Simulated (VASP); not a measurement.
# Hf3F (Fm-3m) in VASP: a series of runs, part 4 of 4

VASP 6.6.1. Earlier steps stand in the parts before.

### Step 6. Relaxation of cell and atoms, PBE

Contents of INCAR:

```
SYSTEM = Hf3F
PREC = Accurate
ENCUT = 600
EDIFF = 1E-6
ISMEAR = 0
SIGMA = 0.1
LREAL = .FALSE.
LASPH = .TRUE.
NELM = 80
ALGO = Normal
ISIF = 3
LWAVE = .FALSE.
LCHARG = .FALSE.
GGA = PE
IBRION = 2
NSW = 100
EDIFFG = -0.01
```

Contents of KPOINTS:

```
Automatic mesh
0
G
  12 12 12
  0 0 0
```

Contents of POSCAR:

```
Hf3F
1.0
    0.0000000000      3.4181994372      3.4181994372
    3.4181994372      0.0000000000      3.4181994372
    3.4181994372      3.4181994372      0.0000000000
Hf F
3 1
Direct
    0.2500000000      0.2500000000      0.2500000000
    0.7500000000      0.7500000000      0.7500000000
    0.5000000000      0.5000000000      0.5000000000
    0.0000000000      0.0000000000      0.0000000000
```

Potentials or basis: VASP PAW PBE potentials, release 64 (Hf_pv, F).

Command:

```bash
$ cat potpaw_PBE.64/Hf_pv/POTCAR potpaw_PBE.64/F/POTCAR > POTCAR
$ mpirun -np 1 vasp_std > vasp.out
```

OUTCAR:

```text
SYSTEM = Hf3F
   PREC = Accurate
   ENCUT = 600
   EDIFF = 1E-6
   ISMEAR = 0
   LREAL = .FALSE.
   LASPH = .TRUE.
   NELM = 80
   ISIF = 3
   GGA = PE
   IBRION = 2
   NSW = 100
   EDIFFG = -0.01

 ion  position               nearest neighbor table
   1  0.250  0.250  0.250-   3 2.96   3 2.96   3 2.96   3 2.96   2 3.42   2 3.42   2 3.42   2 3.42
                             2 3.42   2 3.42
   2  0.750  0.750  0.750-   3 2.96   3 2.96   3 2.96   3 2.96   1 3.42   1 3.42   1 3.42   1 3.42
                             1 3.42   1 3.42
   3  0.500  0.500  0.500-   1 2.96   1 2.96   1 2.96   1 2.96   2 2.96   2 2.96   2 2.96   2 2.96

   4  0.000  0.000  0.000-

  LATTYP: Found a face centered cubic cell.
 ALAT       =     6.8363988744

  Lattice vectors:

 A1 = (   0.0000000000,   3.4181994372,   3.4181994372)
 A2 = (   3.4181994372,   0.0000000000,   3.4181994372)
 A3 = (   3.4181994372,   3.4181994372,   0.0000000000)

Analysis of symmetry for initial positions (statically):
=====================================================================
 Subroutine PRICEL returns:
 Original cell was already a primitive cell.

 Routine SETGRP: Setting up the symmetry group for a
 face centered cubic supercell.

 Subroutine GETGRP returns: Found 48 space group operations
 (whereof 48 operations were pure point group operations)
 out of a pool of 48 trial point group operations.

The static configuration has the point symmetry O_h .

Analysis of symmetry for dynamics (positions and initial velocities):
=====================================================================
 Subroutine PRICEL returns:
 Original cell was already a primitive cell.

 Routine SETGRP: Setting up the symmetry group for a
 face centered cubic supercell.

 Subroutine GETGRP returns: Found 48 space group operations
 (whereof 48 operations were pure point group operations)
 out of a pool of 48 trial point group operations.

The dynamic configuration has the point symmetry O_h .

 Subroutine INISYM returns: Found 48 space group operations
 (whereof 48 operations are pure point group operations),
 and found     1 'primitive' translations

----------------------------------------------------------------------------------------

                                     Primitive cell

  volume of cell :      79.8771

  direct lattice vectors                    reciprocal lattice vectors
     0.000000000  3.418199437  3.418199437    -0.146275842  0.146275842  0.146275842
     3.418199437  0.000000000  3.418199437     0.146275842 -0.146275842  0.146275842
     3.418199437  3.418199437  0.000000000     0.146275842  0.146275842 -0.146275842

  length of vectors
     4.834064003  4.834064003  4.834064003     0.253357190  0.253357190  0.253357190

  position of ions in fractional coordinates (direct lattice)
     0.250000000  0.250000000  0.250000000
     0.750000000  0.750000000  0.750000000
     0.500000000  0.500000000  0.500000000
     0.000000000  0.000000000  0.000000000

  ion indices of the primitive-cell ions
   primitive index   ion index
                 1           1
                 2           2
                 3           3
                 4           4

----------------------------------------------------------------------------------------

[... 51 lines left out ...]
   k-points           NKPTS =     72   k-points in BZ     NKDIM =     72   number of bands    NBANDS=     22
   number of dos      NEDOS =    301   number of ions     NIONS =      4
   total plane-waves  NPLWV =  64000
   dimension x,y,z NGX =    40 NGY =   40 NGZ =   40
   dimension x,y,z NGXF=    80 NGYF=   80 NGZF=   80
   ions per type =               3   1
   NGX,Y,Z   is equivalent  to a cutoff of  13.76, 13.76, 13.76 a.u.
   NGXF,Y,Z  is equivalent  to a cutoff of  27.51, 27.51, 27.51 a.u.
 SYSTEM =  Hf3F
   PREC   = accura    normal or accurate (medium, high low for compatibility)
   ISTART =      0    job   : 0-new  1-cont  2-samecut
   ICHARG =      2    charge: 1-file 2-atom 10-const
   ISPIN  =      1    spin polarized calculation?
   LNONCOLLINEAR =      F non collinear calculations
   LSORBIT =      F    spin-orbit coupling
   LASPH  =      T    aspherical Exc in radial PAW
   ENCUT  =  600.0 eV  44.10 Ry    6.64 a.u.   9.65  9.65  9.65*2*pi/ulx,y,z
   NELM   =     80;   NELMIN=  2; NELMDL= -5     # of ELM steps
   EDIFF  = 0.1E-05   stopping-criterion for ELM
   LREAL  =      F    real-space projection
   EDIFFG = -.1E-01   stopping-criterion for IOM
   NSW    =    100    number of steps for IOM
   IBRION =      2    ionic relax: 0-MD 1-quasi-New 2-CG
   NFREE  =      1    steps in history (QN), initial steepest desc. (CG)
   ISIF   =      3    stress and relaxation
   ISYM   =      2    0-nonsym 1-usesym 2-fastsym
   POTIM  = 0.5000    time-step for ionic-motion
   TEBEG  =    0.0;   TEEND  =   0.0 temperature during run
   PSTRESS=    0.0 pullay stress
   NELECT =      37.0000    total number of electrons
   NUPDOWN=      -1.0000    fix difference up-down
   EMIN   =  10.00;   EMAX   =-10.00  energy-range for DOS
   EFERMI =   0.00;   METHOD = LEGACY
   ISMEAR =     0;   SIGMA  =   0.10  broadening in eV -4-tet -1-fermi 0-gaus
   EFERMI_NEDOS =   21; number of points for ismear=-14 and -15
   IALGO  =     38    algorithm
   IMIX   =      4    mixing-type and parameters
     AMIX     =   0.40;   BMIX     =  1.00
     AMIX_MAG =   1.60;   BMIX_MAG =  1.00
  volume/ion in A,a.u.               =      19.97       134.76
  Fermi-wavevector in a.u.,A,eV,Ry     =   1.266683  2.393684 21.830362  1.604486
  Thomas-Fermi vector in A             =   2.399871
   LORBIT       =      0    0 simple, 1 ext, 2 COOP (PROOUT), +10 PAW based schemes
   GGA     = PE    functional components
   LHFCALC =     F    Hartree Fock is set to
   AEXX    =    0.0000 exact exchange contribution
   IVDW    =     0    specifies the selected vdW correction
   LEPSILON=     F    determine dielectric tensor
   LRPA    =     F    only Hartree local field effects (RPA)
 conjugate gradient relaxation of ions
 non-spin polarized calculation
 Gauss-broadening in eV      SIGMA  =   0.10
  energy-cutoff  :      600.00
  volume of cell :       79.88
 maximum number of plane-waves:      2701
   NGX = 19   NGY = 19   NGZ = 19

--------------------------------------- Ionic step        1  -------------------------------------------

 number of electron      36.9999993 magnetization

 Free energy of the ion-electron system (eV)
  ---------------------------------------------------
  ext. energy  EPLUGINS =         0.00000000
  ---------------------------------------------------
  free energy    TOTEN  =       -30.93864659 eV

  energy without entropy =      -30.90834749  energy(sigma->0) =      -30.92349704

------------------------ aborting loop because EDIFF is reached ----------------------------------------

  FORCE on cell =-STRESS in cart. coord.  units (eV):
  Direction    XX          YY          ZZ          XY          YZ          ZX
  --------------------------------------------------------------------------------------
  -------------------------------------------------------------------------------------
  Total       -0.2152087     -0.2152087     -0.2152087      0.0000000     -0.0000000      0.0000000
  in kB       -4.3166630     -4.3166630     -4.3166630      0.0000000     -0.0000000      0.0000000
  external PRESSURE =      -4.3166630 kB  Pullay stress =       0.0000000 kB
[... 63 lines left out ...]
--------------------------------------- Ionic step        3  -------------------------------------------

 number of electron      36.9999992 magnetization

 Free energy of the ion-electron system (eV)
  ---------------------------------------------------
  ext. energy  EPLUGINS =         0.00000000
  ---------------------------------------------------
  free energy    TOTEN  =       -30.93924332 eV

  energy without entropy =      -30.90923464  energy(sigma->0) =      -30.92423898

 E-fermi :   4.1010     XC(G=0): -10.9447

 val. band max:        4.0972589468   @ k =   0.4167   0.2500   0.0000
 cond. band min:       4.1060090231   @ k =   0.4167   0.3333   0.0833
 fundamental gap:      0.0087500764
 Fermi energy:         4.1010191513

 k-point     1 :       0.0000    0.0000    0.0000
  band No.  band energies     occupation
      1     -26.7750      2.00000
      2     -26.7750      2.00000
      3     -26.7750      2.00000
      4     -26.6928      2.00000
      5     -26.6928      2.00000
      6     -26.6928      2.00000
[... 589 lines left out ...]
     21       4.6462      0.00000
     22       4.8809      0.00000

 [... further k-points ...]

------------------------ aborting loop because EDIFF is reached ----------------------------------------

  FORCE on cell =-STRESS in cart. coord.  units (eV):
  Direction    XX          YY          ZZ          XY          YZ          ZX
  --------------------------------------------------------------------------------------
  -------------------------------------------------------------------------------------
  Total       -0.0023203     -0.0023203     -0.0023203      0.0000000      0.0000000     -0.0000000
  in kB       -0.0467956     -0.0467956     -0.0467956      0.0000000      0.0000000     -0.0000000
  external PRESSURE =      -0.0467956 kB  Pullay stress =       0.0000000 kB
[... 19 lines left out ...]
  FREE ENERGIE OF THE ION-ELECTRON SYSTEM (eV)
  ---------------------------------------------------
  free  energy   TOTEN  =       -30.9392433187 eV

  energy  without entropy=      -30.9092346371  energy(sigma->0) =      -30.92423898

 reached required accuracy - stopping structural energy minimisation
```

OSZICAR:

```text
N       E                     dE             d eps       ncg     rms          rms(c)
DAV:   1     0.163492659499E+03    0.16349E+03   -0.22014E+04  3184   0.176E+03
DAV:   2    -0.208931209161E+02   -0.18439E+03   -0.18154E+03  3770   0.381E+02
DAV:   3    -0.322140382873E+02   -0.11321E+02   -0.11070E+02  4154   0.592E+01
[... 26 lines left out ...]
DAV:   3    -0.309393060438E+02    0.25430E-03   -0.10328E-03  3706   0.229E-01    0.629E-02
DAV:   4    -0.309392518546E+02    0.54189E-04   -0.19770E-04  3536   0.918E-02    0.280E-02
DAV:   5    -0.309392453819E+02    0.64727E-05   -0.23616E-05  3798   0.331E-02    0.188E-02
DAV:   6    -0.309392438108E+02    0.15711E-05   -0.43070E-06  2902   0.132E-02    0.589E-03
DAV:   7    -0.309392433187E+02    0.49206E-06   -0.29707E-06  2382   0.110E-02
   3 F= -.30939243E+02 E0= -.30924239E+02  d E =-.596733E-03
```

Wall time 3.6 min (1 thread of AMD EPYC 9R45 (Zen 5), shared host); peak memory 0.3 GiB.

What came out:

```yaml
Free_energy: -30.9392 eV
Relaxed_volume: 19.86 Å³/atom
Relaxed_cell: a = 4.825 Å, b = 4.825 Å, c = 4.825 Å, α = 60.00°, β = 60.00°, γ = 60.00°
Space_group_after_relaxing_to_0.1_Å: Fm-3m (No. 225)
Energy_gained_by_relaxing: 0.1 meV/atom
Ionic_steps: 3
Pressure_after_relaxing: 0.0 GPa
Band_gap_on_the_k_mesh: zero (an odd number of electrons rules out a gap without spin polarisation)
```

Step by step:
```tsv
step	energy change (eV)	largest force (eV/Å)	pressure (GPa)	volume (Å³)
1	0.0000	0.0000	-0.43	79.88
2	-0.0005	0.0000	0.20	79.26
3	-0.0006	0.0000	0.00	79.44
```

Final structure:
```
CELL_PARAMETERS angstrom
0.00000 3.41200 3.41200
3.41200 0.00000 3.41200
3.41200 3.41200 0.00000
ATOMIC_POSITIONS crystal
Hf 0.25000 0.25000 0.25000
Hf 0.75000 0.75000 0.75000
Hf 0.50000 0.50000 0.50000
F 0.00000 0.00000 0.00000
```

Caveat: spin-orbit coupling is left out, which moves the levels of the heavy elements.

### Step 7. Overview

```csv
task,cell,k mesh,cutoff (eV),gap on the mesh (eV),pressure (GPa),relaxed volume (Å³/atom)
single point,"a = 4.834 Å, angles 60.0°, 4 atoms",4 × 4 × 4,520,none,-0.6,-
single point,"a = 4.997 Å, angles 60.0°, 4 atoms",4 × 4 × 4,520,none,-7.0,-
relaxation of cell and atoms,"relaxed from a = 4.997 Å, angles 60.0°, 4 atoms",4 × 4 × 4,600,none,-0.1,19.82
single point,"a = 4.834 Å, angles 60.0°, 4 atoms",12 × 12 × 12,520,none,-0.4,-
relaxation of cell and atoms,"relaxed from a = 4.834 Å, angles 60.0°, 4 atoms",12 × 12 × 12,600,none,0.0,19.86
```

Alike in all rows: level PBE; potentials or basis VASP PAW PBE potentials, release 64 (Hf_pv, F); no spin polarisation; smearing gaussian 0.1 eV.

Caveats: some runs use coarse meshes; spin-orbit coupling is left out, which moves the levels of the heavy elements.

Absolute energies hang on the potentials; compare differences alone.

The gap in the log of VASP goes by the Fermi energy; the results here count the filled bands.